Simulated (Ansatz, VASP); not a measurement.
**Two plane-wave programs on AlNi**

```
Ni Al
1.0
     2.88100    0.00000    0.00000
     0.00000    2.88100    0.00000
     0.00000    0.00000    2.88100
Ni Al
1 1
Direct
  0.50000 0.50000 0.50000
  0.00000 0.00000 0.00000
```

Alike in both runs: task single point; functional PBE; k mesh 8 × 8 × 8; occupations fermi-dirac, width 0.05 eV; collinear spin; fixed moment 2 μB.

```csv
,VASP,Ansatz
version,VASP 6.6.1,Ansatz 0.2.0
potentials or method,"VASP PAW PBE potentials, release 64 (Ni, Al)",Ansatz PAW
plane-wave cutoff (eV),520,420
valence electrons in the cell,13,21
```

VASP gave:

- pressure (GPa): 21.0
- net moment per atom (μB): 1.00
- size of the moment on the site where the two differ most (μB): 0.15

Task: What did Ansatz give for the same quantities?

Result: Pressure (GPa): 21.0; net moment per atom (μB): 1.00; size of the moment on the site where the two differ most (μB): 0.24.

Site moments also hang on the region over which each program counts them. With one functional, cell and mesh, what is left measures potentials, basis and numerics. VASP's potentials hold 13 valence electrons a cell and Ansatz's 21, so a difference there can come from the potentials and not from the codes.
